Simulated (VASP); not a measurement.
# AlCo (Pmm2) in VASP: single point with PBE

Aim: the single point of AlCo with PBE.

Program: VASP 6.6.1. These are calculated values, not measurements. Logs are shortened: lines on timing, memory, paths and dates and some standing lists are left out, and cuts for length are marked.

### Step 1. The cell of the first run

It takes space group Pmm2 (No. 25, orthorhombic). Conventional cell: a = 4.009 Å, b = 4.910 Å, c = 4.517 Å, α = 90.00°, β = 90.00°, γ = 90.00°. Within 3.2 Å of Al (site symmetry m) lie 6 Co at 2.41 to 2.75 Å and 4 Al at 2.43 to 2.78 Å. Al (site symmetry mm2) has 6 Co at 2.23 to 2.98 Å and 4 Al at 2.78 Å within 3.0 Å. Co (site symmetry mm2) has 2 Co at 2.24 to 2.28 Å and 6 Al at 2.52 Å within 3.0 Å. Within 3.0 Å of Co (site symmetry mm2) lie 2 Co at 2.24 to 2.28 Å and 6 Al at 2.71 to 2.98 Å. Within 2.9 Å of Co (site symmetry mm2) lie 6 Al at 2.23 to 2.75 Å.

The cell was generated, and may not be a known phase.

### Step 2. Single point, PBE, collinear spin, ferrimagnetic start

Contents of INCAR:

```
PREC = Accurate
ENCUT = 520
EDIFF = 1E-6
ISMEAR = 0
SIGMA = 0.1
LREAL = F
LASPH = T
NELM = 150
ALGO = Normal
ISIF = 2
LWAVE = F
LCHARG = F
ISPIN = 2
MAGMOM = 0 0 0 -3 3 -3
LORBIT = 11
LMAXMIX = 4
GGA = PE
NBANDS = 31
```

Contents of KPOINTS:

```
Automatic mesh
0
Gamma
  4 4 4
```

Contents of POSCAR:

```
AlCo
1.0
    4.9098561283      0.0000000000      0.0000000000
    0.0000000000      4.0090058299      0.0000000000
    0.0000000000      0.0000000000      4.5167768447
Al Co
3 3
Direct
    0.2470411444      0.5000000000      0.4547952310
    0.7529588556      0.5000000000      0.4547952310
    0.5000000000      0.0000000000      0.7814587755
    0.0000000000      0.0000000000      0.6579667547
    0.0000000000      0.0000000000      0.1538546327
    0.5000000000      0.5000000000     -0.0028706248
```

Potentials or basis: VASP PAW PBE potentials, release 64 (Al, Co).

The run is started by

```sh
$ cat potpaw_PBE.64/Al/POTCAR potpaw_PBE.64/Co/POTCAR > POTCAR
$ mpirun -np 1 vasp_std > vasp.out
```

OUTCAR:

```text
PREC = Accurate
   ENCUT = 520
   EDIFF = 1E-6
   ISMEAR = 0
   LREAL = F
   LASPH = T
   NELM = 150
   ISIF = 2
   ISPIN = 2
   LORBIT = 11
   GGA = PE

 ion  position               nearest neighbor table
   1  0.247  0.500  0.455-   6 2.41   2 2.43   2 2.48   4 2.52   4 2.52   5 2.71   5 2.71   6 2.75
                             3 2.78   3 2.78
   2  0.753  0.500  0.455-   6 2.41   1 2.43   1 2.48   4 2.52   4 2.52   5 2.71   5 2.71   6 2.75
                             3 2.78   3 2.78
   3  0.500  0.000  0.781-   6 2.23   6 2.23   4 2.52   4 2.52   1 2.78   2 2.78   1 2.78   2 2.78
                             5 2.98   5 2.98
   4  0.000  0.000  0.658-   5 2.24   5 2.28   1 2.52   2 2.52   1 2.52   2 2.52   3 2.52   3 2.52

   5  0.000  0.000  0.154-   4 2.24   4 2.28   2 2.71   1 2.71   1 2.71   2 2.71   3 2.98   3 2.98

   6  0.500  0.500  0.997-   3 2.23   3 2.23   1 2.41   2 2.41   2 2.75   1 2.75

  LATTYP: Found a simple orthorhombic cell.
 ALAT       =     4.0090058299
 B/A-ratio  =     1.1266575895
 C/A-ratio  =     1.2247066571

  Lattice vectors:

 A1 = (   0.0000000000,   4.0090058299,   0.0000000000)
 A2 = (   0.0000000000,   0.0000000000,   4.5167768447)
 A3 = (   4.9098561283,   0.0000000000,   0.0000000000)

Analysis of symmetry for initial positions (statically):
=====================================================================
 Subroutine PRICEL returns:
 Original cell was already a primitive cell.

 Routine SETGRP: Setting up the symmetry group for a
 simple orthorhombic supercell.

 Subroutine GETGRP returns: Found  4 space group operations
 (whereof  4 operations were pure point group operations)
 out of a pool of  8 trial point group operations.

The static configuration has the point symmetry C_2v.

Analysis of symmetry for dynamics (positions and initial velocities):
=====================================================================
 Subroutine PRICEL returns:
 Original cell was already a primitive cell.

 Routine SETGRP: Setting up the symmetry group for a
 simple orthorhombic supercell.

 Subroutine GETGRP returns: Found  4 space group operations
 (whereof  4 operations were pure point group operations)
 out of a pool of  8 trial point group operations.

The dynamic configuration has the point symmetry C_2v.

Analysis of structural, dynamic, and magnetic symmetry:
=====================================================================
 Subroutine PRICEL returns:
 Original cell was already a primitive cell.

 Routine SETGRP: Setting up the symmetry group for a
 simple orthorhombic supercell.

 Subroutine GETGRP returns: Found  4 space group operations
 (whereof  4 operations were pure point group operations)
 out of a pool of  8 trial point group operations.

The overall configuration has the point symmetry C_2v.

 Subroutine INISYM returns: Found  4 space group operations
 (whereof  4 operations are pure point group operations),
 and found     1 'primitive' translations

----------------------------------------------------------------------------------------

                                     Primitive cell

  volume of cell :      88.9066

  direct lattice vectors                    reciprocal lattice vectors
     4.909856128  0.000000000  0.000000000     0.203671956  0.000000000  0.000000000
     0.000000000  4.009005830  0.000000000     0.000000000  0.249438400  0.000000000
     0.000000000  0.000000000  4.516776845     0.000000000  0.000000000  0.221396813

  length of vectors
     4.909856128  4.009005830  4.516776845     0.203671956  0.249438400  0.221396813

  position of ions in fractional coordinates (direct lattice)
     0.247041144  0.500000000  0.454795231
     0.752958856  0.500000000  0.454795231
     0.500000000  0.000000000  0.781458775
     0.000000000  0.000000000  0.657966755
     0.000000000  0.000000000  0.153854633
     0.500000000  0.500000000  0.997129375

  ion indices of the primitive-cell ions
   primitive index   ion index
[... 39 lines left out ...]
  0.250000  0.250000  0.000000      4.000000
  0.500000  0.250000  0.000000      2.000000
[... 16 lines left out ...]
  0.250000  0.250000  0.500000      4.000000
  0.500000  0.250000  0.500000      2.000000
 [... further k-points ...]
   k-points           NKPTS =     27   k-points in BZ     NKDIM =     27   number of bands    NBANDS=     31
   number of dos      NEDOS =    301   number of ions     NIONS =      6
   total plane-waves  NPLWV =  43200
   dimension x,y,z NGX =    40 NGY =   30 NGZ =   36
   dimension x,y,z NGXF=    80 NGYF=   60 NGZF=   72
   ions per type =               3   3
   NGX,Y,Z   is equivalent  to a cutoff of  13.54, 12.44, 13.25 a.u.
   NGXF,Y,Z  is equivalent  to a cutoff of  27.09, 24.88, 26.50 a.u.
 SYSTEM =  unknown system
   PREC   = accura    normal or accurate (medium, high low for compatibility)
   ISTART =      0    job   : 0-new  1-cont  2-samecut
   ICHARG =      2    charge: 1-file 2-atom 10-const
   ISPIN  =      2    spin polarized calculation?
   LNONCOLLINEAR =      F non collinear calculations
   LSORBIT =      F    spin-orbit coupling
   LASPH  =      T    aspherical Exc in radial PAW
   ENCUT  =  520.0 eV  38.22 Ry    6.18 a.u.   9.13  7.45  8.40*2*pi/ulx,y,z
   NELM   =    150;   NELMIN=  2; NELMDL= -5     # of ELM steps
   EDIFF  = 0.1E-05   stopping-criterion for ELM
   LREAL  =      F    real-space projection
   EDIFFG = 0.1E-04   stopping-criterion for IOM
   NSW    =      0    number of steps for IOM
   IBRION =     -1    ionic relax: 0-MD 1-quasi-New 2-CG
   NFREE  =      0    steps in history (QN), initial steepest desc. (CG)
   ISIF   =      2    stress and relaxation
   ISYM   =      2    0-nonsym 1-usesym 2-fastsym
   POTIM  = 0.5000    time-step for ionic-motion
   TEBEG  =    0.0;   TEEND  =   0.0 temperature during run
   PSTRESS=    0.0 pullay stress
   NELECT =      36.0000    total number of electrons
   NUPDOWN=      -1.0000    fix difference up-down
   EMIN   =  10.00;   EMAX   =-10.00  energy-range for DOS
   EFERMI =   0.00;   METHOD = LEGACY
   ISMEAR =     0;   SIGMA  =   0.10  broadening in eV -4-tet -1-fermi 0-gaus
   EFERMI_NEDOS =   21; number of points for ismear=-14 and -15
   IALGO  =     38    algorithm
   IMIX   =      4    mixing-type and parameters
     AMIX     =   0.40;   BMIX     =  1.00
     AMIX_MAG =   1.60;   BMIX_MAG =  1.00
  volume/ion in A,a.u.               =      14.82       100.00
  Fermi-wavevector in a.u.,A,eV,Ry     =   1.211149  2.288740 19.958145  1.466882
  Thomas-Fermi vector in A             =   2.346674
   LORBIT       =     11    0 simple, 1 ext, 2 COOP (PROOUT), +10 PAW based schemes
   GGA     = PE    functional components
   LHFCALC =     F    Hartree Fock is set to
   AEXX    =    0.0000 exact exchange contribution
   IVDW    =     0    specifies the selected vdW correction
   LEPSILON=     F    determine dielectric tensor
   LRPA    =     F    only Hartree local field effects (RPA)
 spin polarized calculation
 Gauss-broadening in eV      SIGMA  =   0.10
  energy-cutoff  :      520.00
  volume of cell :       88.91
 maximum number of plane-waves:      2416
 NGX is ok and might be reduce to    40
   NGX = 19   NGY = 15   NGZ = 17

 number of electron      35.9999993 magnetization      -0.3049193

 number of electron      35.9999992 magnetization       2.7452533

 Free energy of the ion-electron system (eV)
  ---------------------------------------------------
  ext. energy  EPLUGINS =         0.00000000
  ---------------------------------------------------
  free energy    TOTEN  =       -31.07781271 eV

  energy without entropy =      -31.05813636  energy(sigma->0) =      -31.06797453

 E-fermi :   7.3674     XC(G=0): -10.9621

 val. band max:        7.3660086963   @ k =   0.5000   0.0000   0.2500
 cond. band min:       7.3821641317   @ k =   0.2500   0.2500   0.5000
 fundamental gap:      0.0161554354
 Fermi energy:         7.3673617113

 spin component 1

 k-point     1 :       0.0000    0.0000    0.0000
  band No.  band energies     occupation
      1      -2.2426      1.00000
      2       2.4300      1.00000
      3       3.4676      1.00000
      4       3.8017      1.00000
      5       3.8839      1.00000
      6       4.1285      1.00000
[... 781 lines left out ...]
     29      16.2186      0.00000
     30      16.4546      0.00000

 [... further k-points ...]

 spin component 2

 k-point     1 :       0.0000    0.0000    0.0000
  band No.  band energies     occupation
      1      -2.2758      1.00000
      2       2.5480      1.00000
      3       3.7786      1.00000
      4       4.0375      1.00000
      5       4.6670      1.00000
      6       4.7045      1.00000
[... 781 lines left out ...]
     29      16.3683      0.00000
     30      16.5924      0.00000

 [... further k-points ...]

 [bands above 30 left out]

------------------------ aborting loop because EDIFF is reached ----------------------------------------

  FORCE on cell =-STRESS in cart. coord.  units (eV):
  Direction    XX          YY          ZZ          XY          YZ          ZX
  --------------------------------------------------------------------------------------
  -------------------------------------------------------------------------------------
  Total        0.0843965     -0.0434480     -0.1449510      0.0000000      0.0000000      0.0000000
  in kB        1.5209016     -0.7829727     -2.6121471      0.0000000      0.0000000      0.0000000
  external PRESSURE =      -0.6247394 kB  Pullay stress =       0.0000000 kB

 VOLUME and BASIS-vectors are now :
 -----------------------------------------------------------------------------
  energy-cutoff  :      520.00
  volume of cell :       88.91
      direct lattice vectors                 reciprocal lattice vectors
     4.909856128  0.000000000  0.000000000     0.203671956  0.000000000  0.000000000
     0.000000000  4.009005830  0.000000000     0.000000000  0.249438400  0.000000000
     0.000000000  0.000000000  4.516776845     0.000000000  0.000000000  0.221396813

 POSITION                                       TOTAL-FORCE (eV/Angst)
 -----------------------------------------------------------------------------------
      1.21294      2.00450      2.05421        -0.001486      0.000000     -0.005491
      3.69692      2.00450      2.05421         0.001486     -0.000000     -0.005491
      2.45493      0.00000      3.52967         0.000000     -0.000000      0.001153
      0.00000      0.00000      2.97189         0.000000     -0.000000      0.007908
      0.00000      0.00000      0.69493         0.000000     -0.000000      0.001697
      2.45493      2.00450      4.50381         0.000000     -0.000000      0.000224
 -----------------------------------------------------------------------------------
    total drift:                                0.000000      0.000000     -0.000906

  FREE ENERGIE OF THE ION-ELECTRON SYSTEM (eV)
  ---------------------------------------------------
  free  energy   TOTEN  =       -31.0778127126 eV

  energy  without entropy=      -31.0581363573  energy(sigma->0) =      -31.06797453

 total charge

# of ion       s       p       d       tot
------------------------------------------
    1        0.420   0.411   0.000   0.831
    2        0.420   0.411   0.000   0.831
    3        0.447   0.392   0.000   0.839
    4        0.493   0.450   7.437   8.381
    5        0.415   0.345   7.273   8.032
    6        0.455   0.372   7.492   8.320
--------------------------------------------------
tot          2.651   2.380  22.202  27.233

 magnetization (x)

# of ion       s       p       d       tot
------------------------------------------
    1       -0.003  -0.015   0.000  -0.018
    2       -0.003  -0.015   0.000  -0.018
    3       -0.001  -0.010   0.000  -0.011
    4        0.000  -0.008   0.873   0.865
    5        0.010  -0.001   1.562   1.572
    6        0.015  -0.012   0.527   0.529
--------------------------------------------------
tot          0.018  -0.061   2.961   2.919
```

Run time: 5 min. Hardware: 1 thread of Intel Xeon Platinum 8259CL at 2.50GHz (Skylake/Cascade Lake), shared host; peak memory 0.29 GiB.

Results:

| Item | Value |
| --- | --- |
| Free energy | -31.0778 eV |
| Pressure | -0.1 GPa |
| Largest force | 0.008 eV/Å |
| Net moment | 2.75 μB per cell |
| Site moments | Al -0.02, -0.01 (each value once); Co +0.86, +1.57, +0.53 μB |
| Valence electrons inside the program's atomic spheres | Al 0.83, 0.84 (each value once); Co 8.38, 8.03, 8.32 |

Forces on the atoms (eV/Å):
```
Al  -0.001  0.000 -0.005
Al   0.001  0.000 -0.005
Al   0.000  0.000  0.001
Co   0.000  0.000  0.008
Co   0.000  0.000  0.002
Co   0.000  0.000  0.000
```

Stress tensor (GPa, compression positive):
```
 0.15  0.00  0.00
 0.00 -0.08  0.00
 0.00  0.00 -0.26
```

Levels at points of the mesh, in eV from the Fermi level:
Spin up:
```tsv
k point	band 15	band 16	band 17	band 18	band 19	band 20	band 21	band 22	band 23	band 24
(0.00, 0.00, 0.00)	-1.02	-1.01	-0.91	-0.90	-0.58	0.36	0.87	2.82	4.36	4.38
(0.50, 0.00, 0.00)	-0.96	-0.91	-0.90	-0.88	0.32	1.37	1.55	1.55	2.52	3.05
(0.00, 0.50, 0.00)	-0.98	-0.95	-0.90	-0.47	-0.14	0.23	0.44	1.36	1.46	2.60
(0.50, 0.50, 0.00)	-1.12	-0.90	-0.89	-0.66	-0.64	0.84	1.59	2.11	2.38	3.15
(0.00, 0.00, 0.50)	-1.82	-1.25	-1.05	-0.94	-0.20	1.13	1.45	1.71	2.54	2.88
(0.50, 0.00, 0.50)	-1.72	-1.32	-1.28	-1.09	-1.06	2.55	2.64	2.75	3.79	4.31
(0.00, 0.50, 0.50)	-1.33	-1.33	-1.32	-1.20	-1.11	-0.43	0.79	2.34	2.84	3.14
(0.50, 0.50, 0.50)	-1.38	-1.37	-1.28	-1.09	-1.06	-0.48	-0.33	-0.31	0.10	6.56
```
Spin down:
```csv
k point,band 14,band 15,band 16,band 17,band 18,band 19
"(0.00, 0.00, 0.00)",-0.56,-0.42,-0.38,0.13,0.82,0.82
"(0.50, 0.00, 0.00)",-0.57,-0.27,-0.18,0.54,0.82,0.82
"(0.00, 0.50, 0.00)",-0.58,-0.12,-0.11,0.50,0.69,0.81
"(0.50, 0.50, 0.00)",-0.79,-0.17,0.16,0.22,0.77,0.82
"(0.00, 0.00, 0.50)",-0.79,-0.79,-0.61,-0.24,0.17,0.57
"(0.50, 0.00, 0.50)",-0.82,-0.74,-0.56,-0.49,-0.28,-0.22
"(0.00, 0.50, 0.50)",-0.90,-0.78,-0.41,-0.32,-0.27,-0.25
"(0.50, 0.50, 0.50)",-0.86,-0.83,-0.61,-0.33,-0.11,-0.03
```

Caveat: the k points lie up to 0.39 Å⁻¹ apart.
